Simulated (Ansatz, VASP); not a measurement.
**One calculation of V, two programs**

```
V
1.0
    -1.85992    1.53203    1.53203
     1.53203   -1.85992    1.53203
     1.53203    1.53203   -1.85992
V
1
Direct
  0.00000 0.00000 0.00000
```

Alike in both runs: task single point; functional PBE; k mesh 24 × 24 × 24; occupations gaussian, width 0.15 eV; no spin polarisation.

|  | VASP | Ansatz |
| --- | --- | --- |
| version | VASP 6.6.1 | Ansatz 0.2.0 |
| potentials or method | VASP PAW PBE potentials, release 64 (V_sv), cutoff 520 eV | scalar-relativistic, plane waves, PAW |
| valence electrons in the cell | 13 | 13 |

Ansatz gave:

* gap on the k mesh at the Fermi level (eV): none
* pressure (GPa): 2.5
* traceless stress, the component that is largest in VASP (GPa): 16.21

Q: What did VASP give for the same quantities?

A: gap on the k mesh at the Fermi level (eV): none; pressure (GPa): 3.9; traceless stress, the component that is largest in VASP (GPa): 17.38.

A gap of «none» marks a metal or a gap that the smearing closes.
